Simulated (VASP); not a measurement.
Runs of VASP 6.6.1 on HfC. The structure is that of space group Pm-3m (No. 221), or close to it. The cells are those of the table. 

```tsv
task	cell	cutoff (eV)	gap on the mesh (eV)	pressure (GPa)
relaxation of cell and atoms	relaxed to 30 GPa from a = 2.860 Å, 2 atoms	600	none	30.0
single point	a = 2.827 Å, 2 atoms	520	none	13.3
relaxation of cell and atoms	relaxed to 45 GPa from a = 2.860 Å, 2 atoms	600	none	45.0
relaxation of cell and atoms	relaxed from a = 2.860 Å, 2 atoms	600	none	-0.1
single point	a = 2.885 Å, 2 atoms	520	none	-1.6
relaxation of cell and atoms	relaxed to 15 GPa from a = 2.860 Å, 2 atoms	600	none	15.0
single point	a = 2.742 Å, 2 atoms	520	none	(a)
single point	a = 2.781 Å, 2 atoms	520	none	28.2
```

Alike in all rows: level r2SCAN; potentials or basis VASP PAW PBE potentials, release 64 (Hf_pv, C); no spin polarisation; k mesh 8 × 8 × 8; smearing fermi-dirac 0.05 eV.

Problem. Estimate the missing entries.

Solution. (a) 43.1.

Caveats: the PAW data sets were made with another functional, which shifts forces and pressure a little; spin-orbit coupling is left out, which moves the levels of the heavy elements; the cell is relaxed towards a set pressure, so the enthalpy falls and the energy may rise (some runs).

A k mesh can miss the band edges, and the runs leave out spin-orbit coupling on Hf.

A gap of «none» marks levels without a gap at the run's occupations.
